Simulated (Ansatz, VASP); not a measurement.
## BN in VASP and in Ansatz

```xyz
8
Lattice="2.5052 0.0000 0.0000 1.2501 2.1710 0.0000 0.0000 0.0000 25.0184" Properties=species:S:1:pos:R:3 pbc="T T T"
B     1.8772    1.0853    7.5000
B     3.7549    2.1708   10.8395
B     1.8772    1.0853   14.1790
B     3.7549    2.1708   17.5184
N     3.1297    1.8093    7.5000
N     1.2520    0.7238   10.8395
N     3.1297    1.8093   14.1790
N     1.2520    0.7238   17.5184
```

Alike in both runs: task single point; functional PBE; dispersion D3(BJ); k mesh 12 × 12 × 1; occupations gaussian, width 0.05 eV; collinear spin.

```csv
,VASP,Ansatz
version,VASP 6.6.1,Ansatz 0.2.0
potentials or method,"VASP PAW PBE potentials, release 64 (B, N), cutoff 520 eV","scalar-relativistic, plane waves, PAW"
valence electrons in the cell,32,32
```

```csv
,VASP,Ansatz,Ansatz less VASP
gap on the k mesh at the Fermi level (eV),3.84,3.85,+0.007
least direct gap on the mesh (eV),4.23,4.24,+0.006
rms of the force components (eV/Å),0.008,0.008,-0.0001
net moment per atom (μB),0.00,0.00,0.000
```

Ansatz's warnings: seeded moment not kept, stability check not made, xc potential rough in thin density.
